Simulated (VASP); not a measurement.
Runs of VASP 6.6.1 on TeAs. The structure is that of space group R-3m (No. 166), or close to it. The cells are those of the table. 

```tsv
cell	gap on the mesh (eV)	pressure (GPa)
a = 3.768 Å, angles 82.7°, 2 atoms	none	-8.4
a = 4.820 Å, angles 45.7°, 2 atoms	none	(a)
a = 5.770 Å, angles 33.6°, 2 atoms	none	-8.4
a = 3.849 Å, angles 75.3°, 2 atoms	none	-6.8
```

Alike in all rows: task single point; level LDA; potentials or basis VASP PAW LDA potentials, release 64 (Te, As); no spin polarisation; k mesh 16 × 16 × 16; cutoff (eV) 520; smearing gaussian 0.15 eV.

**Question.** Estimate the missing entries.

**Answer.** (a) -6.3.

Caveats: the cell stands under tension; spin-orbit coupling is left out, which moves the levels of the heavy elements.

A k mesh can miss the band edges, and the runs leave out spin-orbit coupling on As, Te.

A gap of «none» marks levels without a gap at the run's occupations.
